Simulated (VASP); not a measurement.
Runs of VASP 6.6.1 on Al2Te3H. The structure is that of space group P6/mmm (No. 191), or close to it. The cells are those of the table. The cell was generated, and may not be a known phase.

```csv
task,cell,k mesh,cutoff (eV),gap on the mesh (eV),pressure (GPa),relaxed volume (Å³/atom)
relaxation of cell and atoms,"relaxed from a = 6.996, b = 6.996, c = 4.083 Å, angles 90.0, 90.0, 120.0°, 6 atoms",6 × 6 × 10,600,none,0.0,(a)
single point,"a = 7.443, b = 7.443, c = 3.725 Å, angles 90.0, 90.0, 120.0°, 6 atoms",6 × 6 × 10,520,none,0.0,-
single point,"a = 6.457, b = 6.457, c = 3.786 Å, angles 90.0, 90.0, 120.0°, 6 atoms",3 × 3 × 4,520,none,15.1,-
relaxation of cell and atoms,"relaxed from a = 6.457, b = 6.457, c = 3.786 Å, angles 90.0, 90.0, 120.0°, 6 atoms",3 × 3 × 4,600,none,0.0,28.88
single point,"a = 6.996, b = 6.996, c = 4.083 Å, angles 90.0, 90.0, 120.0°, 6 atoms",3 × 3 × 4,520,none,0.1,-
```

Alike in all rows: level PBE; potentials or basis VASP PAW PBE potentials, release 64 (Al, Te, H); no spin polarisation; smearing gaussian 0.1 eV.

Problem. Estimate the missing entries.

Solution. (a) 29.82.

Caveats: some runs use coarse meshes; spin-orbit coupling is left out, which moves the levels of the heavy elements; an odd number of electrons without spin polarisation forces a metal; a magnetic or distorted state may lie lower; the volume moved by over 15 % at a fixed basis, so the end points are rough (at least some runs).

A k mesh can miss the band edges, and the runs leave out spin-orbit coupling on Te.

A gap of «none» marks levels without a gap at the run's occupations.
